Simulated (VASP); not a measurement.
## PtSe4: single point with PBEsol

Slab: PtSe4, a slab with vacuum.

```
Se Pt
1.0
     3.76031    0.00000    0.00000
    -1.88015    3.25652    0.00000
     0.00000    0.00000   22.19003
Se Pt
4 1
Direct
  0.33333 0.66667 0.33799
  0.66667 0.33333 0.44285
  0.33333 0.66667 0.55715
  0.66667 0.33333 0.66201
  0.00000 0.00000 0.50000
```

- Program: VASP 6.6.1
- Task: single point
- Functional: PBEsol
- Potentials or basis: VASP PAW PBE potentials, release 64 (Se, Pt)
- Cutoff: 520 eV
- k mesh: 9 × 9 × 1
- Occupations: gaussian, width 0.1 eV
- Spin: no spin polarisation
- Dipole correction: yes
- Further INCAR settings: ALGO = Normal; EDIFF = 1e-06; NBANDS = 25

```yaml
Largest_force: 0.907 eV/Å
Band_gap_on_the_k_mesh: zero (band 17 reaches -1.08 eV, above the bottom of band 18 at -2.18 eV)
```

Forces in eV/Å, atoms in the order of the input:
```
Se   0.000  0.000  0.764
Se   0.000  0.000 -0.907
Se   0.000  0.000  0.907
Se   0.000  0.000 -0.764
Pt   0.000  0.000  0.000
```

Levels at points of the mesh, in eV from the Fermi level:
| k point | band 15 | band 16 | band 17 | band 18 | band 19 | band 20 |
| --- | --- | --- | --- | --- | --- | --- |
| (0.00, 0.00, 0.00) | 0.60 | 0.60 | 0.78 | 0.80 | 0.80 | 2.38 |

Run time: 2.1 min on 1 thread of Intel(R) Xeon(R) Platinum 8375C CPU @ 2.90GHz (Ice Lake) (shared host), peak memory 0.37 GiB.

Caveat: the PAW data sets were made with another functional, which shifts forces and pressure a little; spin-orbit coupling is left out, which moves the levels of the heavy elements.
